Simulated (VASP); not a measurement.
A run of VASP 6.6.1:

Contents of INCAR:

```
PREC = Accurate
ENCUT = 600
EDIFF = 1E-7
ISMEAR = 0
SIGMA = 0.2
LREAL = False
LASPH = True
NELM = 60
ALGO = Normal
ISIF = 3
LWAVE = False
LCHARG = False
GGA = PE
IBRION = 2
NSW = 36
EDIFFG = -0.08
```

File KPOINTS:

```
Automatic mesh
0
Gamma
  3 3 4
```

Contents of POSCAR:

```
Sc2InSb3
1.0
    3.3145108900     -5.7221401400      0.0000000000
    3.3145108900      5.7221401400      0.0000000000
   -0.0234061900      0.0000000000      3.8315972300
Sc In Sb
2 1 3
Direct
    0.6639999900      0.3360000100      0.0000000000
    0.3360000100      0.6639999900      0.0000000000
    0.0000000000      0.0000000000      0.0000000000
    0.5000000000      0.5000000000      0.5000000000
    0.0000000000      0.5000000000      0.5000000000
    0.5000000000      0.0000000000      0.5000000000
```

Potentials or basis: VASP PAW PBE potentials, release 64 (Sc_sv, In_d, Sb).

Run with:

```console
$ cat potpaw_PBE.64/Sc_sv/POTCAR potpaw_PBE.64/In_d/POTCAR potpaw_PBE.64/Sb/POTCAR > POTCAR
$ mpirun -np 1 vasp_std > vasp.out
```

Hardware: 1 thread of Intel(R) Xeon(R) Platinum 8488C (Sapphire Rapids) (shared host).

Question: How long does it take, and how much memory?

Answer: Wall time 5.6 min on 1 thread of Intel(R) Xeon(R) Platinum 8488C (Sapphire Rapids) (shared host), peak memory 0.35 GiB. Counts: scf iterations 76, k points 14, ion steps 6.
